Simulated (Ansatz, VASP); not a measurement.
# One calculation of Ta, two programs

File INCAR:

```
SYSTEM = Ta
ALGO = Normal ; EDIFF = 1E-8
ENCUT = 520 ; GGA = PS
ISIF = 2 ; ISMEAR = -1
LASPH = .True. ; LCHARG = .False.
LEFG = .True. ; LREAL = .False.
LWAVE = .False. ; NBANDS = 12
NELM = 80 ; PREC = Accurate
SIGMA = 0.05
```

KPOINTS

```
k-points
0
Gamma
  15 15 15
  0 0 0
```

File POSCAR:

```
Ta
1.0
   -1.6347672000      1.6347672000      1.6512800000
    1.6347672000     -1.6347672000      1.6512800000
    1.6347672000      1.6347672000     -1.6512800000
Ta
1
Direct
    0.0000000000      0.0000000000      0.0000000000
```

Input for Ansatz:

```yaml
crystal:
  lattice:
    - [-1.6347672, 1.6347672, 1.65128]
    - [1.6347672, -1.6347672, 1.65128]
    - [1.6347672, 1.6347672, -1.65128]
  atoms:
    - { symbol: Ta, position: [0.0, 0.0, 0.0] }
kpoints:
  mp_grid: { grid: [15, 15, 15] }
scf:
  occupations: { method: fermi_dirac, width: 0.05 }
hamiltonian:
  xc: pbesol
  pseudopotentials: { kind: paw }
output:
  forces: true
  stress: true
  eigenvalues: true
  efg: { contact_densities: true }
  write_density: true
  write_potential: true
  elf: true
  volumetric_format: npy
```

Change from the starting cell: equal xx and yy strain of -1 %, PAW files.

Alike in both runs: task electric field gradients; functional PBEsol; k mesh 15 × 15 × 15; occupations fermi-dirac, width 0.05 eV; no spin polarisation.

```csv
,VASP,Ansatz
version,VASP 6.6.1,Ansatz 0.2.0
potentials or method,"VASP PAW PBE potentials, release 64 (Ta_pv)","PAW with Ansatz's default frozen-core files, scalar-relativistic"
plane-wave cutoff (eV),520,420
valence electrons in the cell,11,13
```

```tsv
	VASP	Ansatz	Ansatz less VASP
pressure (GPa)	0.2	0.0	-0.19
traceless stress, the component that is largest in VASP (GPa)	-0.89	-0.89	0.000
size of Vzz on the site where it differs most (V/Å²)	7.0	7.8	+0.76
```

VASP's potentials were made for PBE, not for PBEsol. VASP's potentials hold 11 valence electrons a cell and Ansatz's 13, so a difference there can come from the potentials and not from the codes.

Spin-orbit coupling is off throughout.
